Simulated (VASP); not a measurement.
## Si2Ni (v.b): single point with PBE

Si2Ni (v.b):

```
CELL_PARAMETERS angstrom
0.00000 2.72323 2.72323
2.72323 0.00000 2.72323
2.72323 2.72323 0.00000
ATOMIC_POSITIONS crystal
Ni 0.00000 0.00000 0.00000
Si 0.25000 0.25000 0.25000
Si 0.75000 0.75000 0.75000
```

```yaml
Program: VASP 6.6.1
Task: single point
Functional: PBE
Potentials_or_basis: VASP PAW PBE potentials, release 64 (Ni, Si)
Cutoff: 600 eV
k_mesh: 14 × 14 × 14
Occupations: gaussian, width 0.1 eV
Spin: no spin polarisation
```

* Pressure: -0.1 GPa
* Band gap on the k mesh: zero (band 9 reaches 11.80 eV, above the bottom of band 10 at 9.66 eV)

Levels at points of the mesh, in eV from the Fermi level:
```tsv
k point	band 5	band 6	band 7	band 8	band 9	band 10	band 11	band 12	band 13	band 14
(0.00, 0.00, 0.00)	-3.40	-3.40	-0.49	1.66	1.66	1.66	2.31	2.31	2.31	4.66
(0.50, 0.00, 0.00)	-3.61	-3.22	-3.22	-1.40	-1.40	1.74	1.78	1.78	2.47	9.13
(0.50, 0.50, 0.00)	-4.43	-3.49	-3.49	-3.33	-3.01	-0.46	1.45	7.73	8.11	8.11
```

Run time: 68 s on 1 thread of Intel Xeon 6975P-C, with other jobs on the host, peak memory 0.23 GiB.

Spin polarisation is off, so any magnetic state and its effect on volume and gap are missing.
